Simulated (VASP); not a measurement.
Set up this calculation in VASP 6.6.1, as the native input.

* Task: relaxation of volume and atoms at fixed shape
* Functional: r2SCAN
* Potentials or basis: VASP PAW PBE potentials, release 64 (Lu, H)
* Cutoff: 660 eV
* k mesh: 7 × 7 × 7
* Occupations: fermi-dirac, width 0.05 eV
* Spin: no spin polarisation
* Dipole correction: no
* Further INCAR settings: ALGO = Normal; EDIFF = 1e-07; IBRION = 2; EDIFFG = -0.02; NSW = 80; ISIF = 8

LuH2:

```
CELL_PARAMETERS angstrom
0.00000 2.51650 2.51650
2.51650 0.00000 2.51650
2.51650 2.51650 0.00000
ATOMIC_POSITIONS crystal
Lu 0.00000 0.00000 0.00000
H 0.25000 0.25000 0.25000
H 0.75000 0.75000 0.75000
```

These files were run (other wordings do the same):

POSCAR

```
LuH2
1.0
    0.0000000000      2.5165000000      2.5165000000
    2.5165000000      0.0000000000      2.5165000000
    2.5165000000      2.5165000000      0.0000000000
Lu H
1 2
Direct
    0.0000000000      0.0000000000      0.0000000000
    0.2500000000      0.2500000000      0.2500000000
    0.7500000000      0.7500000000      0.7500000000
```

INCAR.step1

```
ALGO = Normal
EDIFF = 1E-5
EDIFFG = -0.005
ENCUT = 660
GGA = PE
GGA_COMPAT = F
IBRION = 2
ISIF = 3
ISMEAR = -1
LASPH = T
LCHARG = F
LREAL = F
LWAVE = T
NELM = 120
NELMIN = 4
NSW = 100
PREC = Accurate
SIGMA = 0.05
```

INCAR.step2

```
ALGO = Normal
EDIFF = 1E-7
EDIFFG = -0.02
ENCUT = 660
GGA_COMPAT = F
IBRION = 2
ISIF = 8
ISMEAR = -1
ISTART = 1
LASPH = T
LCHARG = F
LMIXTAU = T
LREAL = F
LWAVE = F
METAGGA = R2SCAN
NELM = 120
NELMIN = 4
NSW = 80
PREC = Accurate
SIGMA = 0.05
```

KPOINTS

```
k-points
0
Gamma
  7 7 7
```

Potentials or basis: VASP PAW PBE potentials, release 64 (Lu, H).

Launch:

```sh
$ cat potpaw_PBE.64/Lu/POTCAR potpaw_PBE.64/H/POTCAR > POTCAR
$ cp INCAR.step1 INCAR
$ mpirun -np 1 vasp_std > vasp.out
$ cp INCAR.step2 INCAR
$ mpirun -np 1 vasp_std > vasp.out
```

It gave:

- Relaxed volume: 10.46 Å³/atom
- Relaxed cell: a = 3.540 Å, b = 3.540 Å, c = 3.540 Å, α = 60.00°, β = 60.00°, γ = 60.00°
- Space group after relaxing (to 0.1 Å): Fm-3m (No. 225)
- Energy gained by relaxing: 0.7 meV/atom
- Ionic steps: 2
- Pressure after relaxing: -0.2 GPa
- Band gap on the k mesh: zero (an odd number of electrons rules out a gap without spin polarisation)

Caveat: the PAW data sets were made with another functional, which shifts forces and pressure a little; spin-orbit coupling is left out, which moves the levels of the heavy elements.

Wall time 2.3 min on 1 thread of Intel(R) Xeon(R) 6975P-C (Granite Rapids) (shared host), peak memory 0.19 GiB.
